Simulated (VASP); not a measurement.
# Hf2H3 (Pm-3m) in VASP: a series of runs, part 2 of 2

VASP 6.6.1. The steps go on from the part before.

## (5) Relaxation of cell and atoms, PBE

This run uses another cell than the first one, of 10.37 Å³/atom.

Contents of INCAR:

```
SYSTEM = Hf2H3
PREC     = Accurate       ! precision mode
ENCUT    = 600            ! plane-wave cutoff, eV
EDIFF    = 1E-7           ! SCF threshold, eV
ISMEAR   = 0              ! smearing method
SIGMA    = 0.1            ! smearing width, eV
LREAL    = .False.        ! projectors in reciprocal space
LASPH    = .True.         ! aspherical terms in the spheres
NELM     = 80             ! most SCF steps
ALGO     = Normal         ! electronic algorithm
ISIF     = 3              ! what is computed and relaxed
LWAVE    = .False.        ! write WAVECAR
LCHARG   = .False.        ! write CHGCAR
GGA      = PE             ! functional
IBRION   = 2              ! ionic algorithm
NSW      = 100            ! ionic steps
EDIFFG   = -0.01          ! ionic threshold
```

Contents of KPOINTS:

```
Automatic mesh
0
Gamma
  10 10 10
  0 0 0
```

Contents of POSCAR:

```
Hf2H3
1.0
    3.7292425998      0.0000000000      0.0000000000
    0.0000000000      3.7292425998      0.0000000000
    0.0000000000      0.0000000000      3.7292425998
Hf H
2 3
Direct
    0.5000000000      0.5000000000      0.5000000000
    0.0000000000      0.0000000000      0.0000000000
    0.0000000000      0.5000000000      0.5000000000
    0.5000000000      0.0000000000      0.5000000000
    0.5000000000      0.5000000000      0.0000000000
```

Potentials or basis: VASP PAW PBE potentials, release 64 (Hf_pv, H).

Command:

```console
$ cat potpaw_PBE.64/Hf_pv/POTCAR potpaw_PBE.64/H/POTCAR > POTCAR
$ mpirun -np 1 vasp_std > vasp.out
```

OUTCAR:

```text
SYSTEM = Hf2H3
   PREC = Accurate
   ENCUT = 600
   EDIFF = 1E-7
   ISMEAR = 0
   LREAL = .False.
   LASPH = .True.
   NELM = 80
   ISIF = 3
   GGA = PE
   IBRION = 2
   NSW = 100
   EDIFFG = -0.01

 ion  position               nearest neighbor table
   1  0.500  0.500  0.500-   3 1.86   4 1.86   5 1.86   5 1.86   4 1.86   3 1.86   2 3.23   2 3.23
                             2 3.23   2 3.23   2 3.23   2 3.23   2 3.23   2 3.23
   2  0.000  0.000  0.000-   1 3.23   1 3.23   1 3.23   1 3.23   1 3.23   1 3.23   1 3.23   1 3.23

   3  0.000  0.500  0.500-   1 1.86   1 1.86
   4  0.500  0.000  0.500-   1 1.86   1 1.86
   5  0.500  0.500  0.000-   1 1.86   1 1.86

  LATTYP: Found a simple cubic cell.
 ALAT       =     3.7292425998

  Lattice vectors:

 A1 = (   3.7292425998,   0.0000000000,   0.0000000000)
 A2 = (   0.0000000000,   3.7292425998,   0.0000000000)
 A3 = (   0.0000000000,   0.0000000000,   3.7292425998)

Analysis of symmetry for initial positions (statically):
=====================================================================
[... 249 lines left out ...]
     12       5.7156      0.00000
     13       6.3039      0.00000
     14       6.3039      0.00000
[... 401 lines left out ...]
      2     -26.4855      2.00000
      3     -26.4854      2.00000
      4     -25.3024      2.00000
      5     -25.2043      2.00000
      6     -25.2003      2.00000
      7      -3.8386      2.00000
      8      -1.2715      2.00000
      9      -1.1141      2.00000
     10       4.3422      2.00000
     11       4.6949      1.99435
     12       5.0184      0.07071
     13       5.9225      0.00000
     14       6.9399      0.00000
     15       6.9687      0.00000

 [... further k-points ...]

------------------------ aborting loop because EDIFF is reached ----------------------------------------

  FORCE on cell =-STRESS in cart. coord.  units (eV):
  Direction    XX          YY          ZZ          XY          YZ          ZX
  --------------------------------------------------------------------------------------
  -------------------------------------------------------------------------------------
  Total        0.0266837      0.0266837      0.0266837      0.0000000      0.0000000      0.0000000
  in kB        0.8282028      0.8282028      0.8282028      0.0000000      0.0000000      0.0000000
  external PRESSURE =       0.8282028 kB  Pullay stress =       0.0000000 kB

 VOLUME and BASIS-vectors are now :
 -----------------------------------------------------------------------------
  energy-cutoff  :      600.00
  volume of cell :       51.62
      direct lattice vectors                 reciprocal lattice vectors
     3.723402570  0.000000000 -0.000000000     0.268571550 -0.000000000 -0.000000000
     0.000000000  3.723402570 -0.000000000    -0.000000000  0.268571550 -0.000000000
     0.000000000  0.000000000  3.723402570     0.000000000  0.000000000  0.268571550

 POSITION                                       TOTAL-FORCE (eV/Angst)
 -----------------------------------------------------------------------------------
      1.86170      1.86170      1.86170         0.000000      0.000000      0.000000
      0.00000      0.00000      0.00000        -0.000000     -0.000000      0.000000
      0.00000      1.86170      1.86170        -0.000000     -0.000000      0.000000
      1.86170      0.00000      1.86170        -0.000000     -0.000000      0.000000
      1.86170      1.86170     -0.00000        -0.000000     -0.000000      0.000000
 -----------------------------------------------------------------------------------
    total drift:                                0.000000      0.000000     -0.000000

  FREE ENERGIE OF THE ION-ELECTRON SYSTEM (eV)
  ---------------------------------------------------
  free  energy   TOTEN  =       -30.2990902974 eV

  energy  without entropy=      -30.2938085164  energy(sigma->0) =      -30.29644941

 reached required accuracy - stopping structural energy minimisation
```

It took 2 min on 1 thread of Intel Xeon 8259CL, shared host; peak memory 0.21 GiB.

Results:

- Free energy: -30.2991 eV
- Relaxed volume: 10.32 Å³/atom
- Relaxed cell: a = 3.723 Å, b = 3.723 Å, c = 3.723 Å, α = 90.00°, β = 90.00°, γ = 90.00°
- Space group after relaxing (to 0.1 Å): Pm-3m (No. 221)
- Energy gained by relaxing: 0.1 meV/atom
- Ionic steps: 2
- Pressure after relaxing: 0.1 GPa
- Band gap on the k mesh: zero (an odd number of electrons rules out a gap without spin polarisation)

Step by step:
| step | energy change (eV) | largest force (eV/Å) | pressure (GPa) | volume (Å³) |
| --- | --- | --- | --- | --- |
| 1 | 0.0000 | 0.0000 | -0.50 | 51.86 |
| 2 | -0.0003 | 0.0000 | 0.08 | 51.62 |

Final structure:
```yaml
crystal:
  lattice:
    - [3.72340, 0.00000, 0.00000]
    - [0.00000, 3.72340, 0.00000]
    - [0.00000, 0.00000, 3.72340]
  atoms:
    - { symbol: Hf, position: [0.50000, 0.50000, 0.50000] }
    - { symbol: Hf, position: [0.00000, 0.00000, 0.00000] }
    - { symbol: H, position: [0.00000, 0.50000, 0.50000] }
    - { symbol: H, position: [0.50000, 0.00000, 0.50000] }
    - { symbol: H, position: [0.50000, 0.50000, 0.00000] }
```

Caveat: spin-orbit coupling is left out, which moves the levels of the heavy elements.

## (6) The runs side by side

| task | cell | k mesh | cutoff (eV) | gap on the mesh (eV) | pressure (GPa) | relaxed volume (Å³/atom) |
| --- | --- | --- | --- | --- | --- | --- |
| relaxation of cell and atoms | relaxed from a = 4.008 Å, 5 atoms | 4 × 4 × 4 | 600 | none | 0.0 | 10.35 |
| single point | a = 3.727 Å, 5 atoms | 10 × 10 × 10 | 520 | none | -0.3 | - |
| relaxation of cell and atoms | relaxed from a = 3.729 Å, 5 atoms | 6 × 6 × 6 | 600 | none | -0.6 | - |
| relaxation of cell and atoms | relaxed from a = 3.729 Å, 5 atoms | 10 × 10 × 10 | 600 | none | 0.1 | 10.32 |

Alike in all rows: level PBE; potentials or basis VASP PAW PBE potentials, release 64 (Hf_pv, H); no spin polarisation; smearing gaussian 0.1 eV.

Caveats: some runs use coarse meshes; spin-orbit coupling is left out, which moves the levels of the heavy elements; the volume moved by over 15 % at a fixed basis, so the end points are rough (at least some runs); the relaxation stopped at its first step, so nothing moved (at least some runs).

Absolute energies hang on the potentials; compare differences alone.
